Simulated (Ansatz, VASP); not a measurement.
**BeS in VASP and in Ansatz**

File POSCAR:

```
BeS
1.0
    2.9413850451      0.0000000000      0.0000000000
    0.0000000000      2.9413850451      0.0000000000
    0.0000000000      0.0000000000      2.9413850451
Be S
1 1
Direct
    0.0000000000      0.0000000000      0.0000000000
    0.5000000000      0.5000000000      0.5000000000
```

INCAR.step1

```
PREC     = Accurate       # precision mode
ENCUT    = 520            # plane-wave cutoff, eV
EDIFF    = 1E-5           # SCF threshold, eV
ISMEAR   = -1             # smearing method
SIGMA    = 0.02           # smearing width, eV
LREAL    = F              # projectors in reciprocal space
LASPH    = T              # aspherical terms in the spheres
NELM     = 120            # most SCF steps
ALGO     = Normal         # electronic algorithm
ISIF     = 2              # what is computed and relaxed
LWAVE    = T              # write WAVECAR
GGA      = PE             # functional
NBANDS   = 11             # bands
GGA_COMPAT= F
```

File INCAR.step2:

```
PREC     = Accurate       # precision mode
ENCUT    = 520            # plane-wave cutoff, eV
EDIFF    = 1E-6           # SCF threshold, eV
ISMEAR   = -1             # smearing method
SIGMA    = 0.02           # smearing width, eV
LREAL    = F              # projectors in reciprocal space
LASPH    = T              # aspherical terms in the spheres
NELM     = 120            # most SCF steps
ALGO     = Normal         # electronic algorithm
ISIF     = 2              # what is computed and relaxed
LWAVE    = F              # write WAVECAR
LCHARG   = T              # write CHGCAR
GGA      = PE             # functional
LHFCALC  = T              # exact exchange
AEXX     = 0.75           # exact-exchange fraction
PRECFOCK = Normal       
LELF     = T              # ELF
LVHAR    = T            
ISTART   = 1            
NBANDS   = 11             # bands
GGA_COMPAT= F
```

KPOINTS

```
regular mesh
0
Gamma
  4 4 4
```

Input for Ansatz:

```yaml
crystal:
  lattice:
    - [2.9413850451, 0.0, 0.0]
    - [0.0, 2.9413850451, 0.0]
    - [0.0, 0.0, 2.9413850451]
  atoms:
    - { symbol: Be, position: [0.0, 0.0, 0.0] }
    - { symbol: S, position: [0.5, 0.5, 0.5] }
kpoints:
  mp_grid: { grid: [4, 4, 4] }
hamiltonian:
  xc: { exchange: pbe, correlation: pbe, exx: { coeff: 0.75 } }
scf:
  occupations: { method: fermi_dirac, width: 0.02 }
  n_extra_bands: 4
output:
  forces: true
  stress: true
  eigenvalues: true
```

Alike in both runs: task single point; functional PBE-based global hybrid; k mesh 4 × 4 × 4; occupations fermi-dirac, width 0.02 eV; no spin polarisation.

|  | VASP | Ansatz |
| --- | --- | --- |
| version | VASP 6.6.1 | Ansatz 0.2.0 |
| potentials or method | VASP PAW PBE potentials, release 64 (Be, S) | plane waves |
| plane-wave cutoff (eV) | 520 | 420 |
| valence electrons in the cell | 8 | 8 |

|  | VASP | Ansatz | Ansatz less VASP |
| --- | --- | --- | --- |
| pressure (GPa) | -7.9 | -6.7 | +1.19 |

VASP's potentials were made for PBE, not for PBE-based global hybrid. Ansatz's warnings: filled band counts differ across k points, stress exchange threshold loose, stress scf threshold loose.

The k mesh is coarse, so the values compare programs but aren't converged.
